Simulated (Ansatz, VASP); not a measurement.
# One calculation of In, two programs

```
In
1.0
     2.34996   -2.37757   -0.20584
     2.34996    2.37757   -0.20584
    -2.15860    0.00000    2.64581
In
1
Direct
  0.00000 0.00000 0.50000
```

Alike in both runs: functional PBE; k mesh 20 × 20 × 22; occupations gaussian, width 0.1 eV; no spin polarisation.

Ansatz relaxed the structure, and its values are those at the end. VASP's run is a single point on that final structure, the one shown.

|  | VASP | Ansatz |
| --- | --- | --- |
| version | VASP 6.6.1 | Ansatz 0.2.0 |
| potentials or method | VASP PAW PBE potentials, release 64 (In_d), cutoff 520 eV | scalar-relativistic, plane waves, PAW |
| valence electrons in the cell | 13 | 13 |

|  | VASP | Ansatz | Ansatz less VASP |
| --- | --- | --- | --- |
| gap on the k mesh at the Fermi level (eV) | none | none | - |
| pressure (GPa) | 0.0 | 0.0 | +0.05 |

A gap of «none» marks a metal or a gap that the smearing closes.
